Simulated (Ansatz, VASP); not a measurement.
WSe2: VASP beside Ansatz

The input INCAR:

```
SYSTEM = WSe2
PREC = Accurate ; ENCUT = 520
EDIFF = 1E-7 ; ISMEAR = 0
SIGMA = 0.05 ; LREAL = .FALSE.
LASPH = .TRUE. ; NELM = 100
ALGO = Normal ; ISIF = 2
LWAVE = .FALSE. ; LCHARG = .FALSE.
LDIPOL = .TRUE. ; IDIPOL = 3
DIPOL = 0.5 0.5 0.383 ; GGA = PE
IVDW = 12 ; NBANDS = 35
```

Contents of KPOINTS:

```
Automatic mesh
0
G
  9 9 1
  0 0 0
```

Contents of POSCAR:

```
WSe2
1.0
    3.2854929709      0.0000000000      0.0000000000
   -1.6427464855      2.8453203767      0.0000000000
    0.0000000000      0.0000000000     24.2386466774
Se W
4 2
Direct
    0.3333333333      0.6666666667      0.1856539294
    0.3333333333      0.6666666667      0.3246601777
    1.0000000000      0.0000000000      0.4405907426
    1.0000000000      0.0000000000      0.5795969909
    0.6666666667      0.3333333333      0.2551570536
    1.3333333333     -0.3333333333      0.5100938667
```

Input for Ansatz:

```yaml
crystal:
  lattice:
    - [3.2854929709, 0.0, 0.0]
    - [-1.6427464855, 2.8453203767, 0.0]
    - [0.0, 0.0, 24.2386466774]
  atoms:
    - { symbol: Se, position: [0.3333333333, 0.6666666667, 0.1856539294] }
    - { symbol: W, position: [0.6666666667, 0.3333333333, 0.2551570536] }
    - { symbol: Se, position: [0.3333333333, 0.6666666667, 0.3246601777] }
    - { symbol: Se, position: [1.0, 0.0, 0.4405907426] }
    - { symbol: W, position: [1.3333333333, -0.3333333333, 0.5100938667] }
    - { symbol: Se, position: [1.0, 0.0, 0.5795969909] }
basis:
  ecutwfc: 420
kpoints:
  mp_grid: { grid: [9, 9, 1] }
hamiltonian:
  xc: pbe
  pseudopotentials: { kind: paw, azcp: { folder: soft_1 } }
  dispersion: d3bj
scf:
  occupations: { method: gaussian, width: 0.05 }
output:
  forces: true
  eigenvalues: true
efield:
  axis: 3
  dipole_correction: true
  ramp_width: 0.04
```

Alike in both runs: task single point; functional PBE; dispersion D3(BJ); k mesh 9 × 9 × 1; occupations gaussian, width 0.05 eV; no spin polarisation.

|  | VASP | Ansatz |
| --- | --- | --- |
| version | VASP 6.6.1 | Ansatz 0.2.0 |
| potentials or method | VASP PAW PBE potentials, release 64 (Se, W_sv), cutoff 520 eV | scalar-relativistic, plane waves, PAW |
| valence electrons in the cell | 52 | 92 |

Ansatz gave:

| Item | Value |
| --- | --- |
| gap on the k mesh at the Fermi level (eV) | 1.20 |
| least direct gap on the mesh (eV) | 1.56 |
| rms of the force components (eV/Å) | 0.068 |

Which values does VASP return?

gap on the k mesh at the Fermi level (eV): 1.20; least direct gap on the mesh (eV): 1.55; rms of the force components (eV/Å): 0.053.

VASP's potentials hold 52 valence electrons a cell and Ansatz's 92, so a difference there can come from the potentials and not from the codes.

Neither program's run includes spin-orbit coupling.
